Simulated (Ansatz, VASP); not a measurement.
**Two plane-wave programs on Au**

```
CELL_PARAMETERS angstrom
0.00000 1.96781 1.96781
1.96781 0.00000 1.96781
1.96781 1.96781 0.00000
ATOMIC_POSITIONS crystal
Au 0.00000 0.00000 0.00000
```

Alike in both runs: task relaxation of cell and atoms; functional PBE; k mesh 14 × 14 × 14; occupations fermi-dirac, width 0.03 eV; no spin polarisation.

|  | VASP | Ansatz |
| --- | --- | --- |
| version | VASP 6.6.1 | Ansatz 0.2.0 |
| potentials or method | VASP PAW PBE potentials, release 64 (Au) | PAW with Ansatz's default frozen-core files, scalar-relativistic |
| plane-wave cutoff (eV) | 600 | 420 |
| valence electrons in the cell | 11 | 19 |

```csv
,VASP,Ansatz,Ansatz less VASP
relaxed volume (Å³/atom),17.92,17.95,+0.029
relaxed cell length with the largest relative difference (Å),2.938,2.939,+0.0016
```

VASP's potentials hold 11 valence electrons a cell and Ansatz's 19, so a difference there can come from the potentials and not from the codes.

Neither program's run includes spin-orbit coupling. Noted on VASP's run: the volume moved by over 15 % at a fixed basis, so the end points are rough.
